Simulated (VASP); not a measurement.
Here is a VASP 6.6.1 calculation.

The input INCAR:

```
SYSTEM = MoS2
ALGO = Normal
EDIFF = 1E-6
EDIFFG = -0.01
ENCUT = 600
GGA = PS
IBRION = 2
ISIF = 3
ISMEAR = -1
LASPH = .True.
LCHARG = .False.
LREAL = .False.
LWAVE = .False.
NELM = 100
NSW = 60
PREC = Accurate
PSTRESS = 100.0
SIGMA = 0.05
```

KPOINTS

```
k-points
0
Gamma
  10 10 10
  0 0 0
```

POSCAR

```
MoS2
1.0
    1.5800000000      0.9122134253      6.1500000000
   -1.5800000000      0.9122134253      6.1500000000
    0.0000000000     -1.8244268506      6.1500000000
Mo S
1 2
Direct
    0.0000000000      0.0000000000      0.0000000000
    0.4170000000      0.4170000000      0.4170000000
    0.2500000000      0.2500000000      0.2500000000
```

Potentials or basis: VASP PAW PBE potentials, release 64 (Mo_sv, S).

Command:

```console
$ cat potpaw_PBE.64/Mo_sv/POTCAR potpaw_PBE.64/S/POTCAR > POTCAR
$ mpirun -np 1 vasp_std > vasp.out
```

(1) Estimate the relaxed volume.

(2) Estimate the relaxed cell.

(3) What does it give for the band gap on the k mesh?

(4) Estimate the space group after relaxing (to 0.1 Å).

## Answers

(1) 15.28 Å³/atom.

(2) a = 5.858 Å, b = 5.858 Å, c = 5.858 Å, α = 30.48°, β = 30.48°, γ = 30.48°.

(3) 0.27 eV (least direct gap 1.75 eV).

(4) R3m (No. 160).

Caveat: the cell is relaxed towards a set pressure, so the run minimises the enthalpy, not the energy; the PAW data sets were made with another functional, which shifts forces and pressure a little.
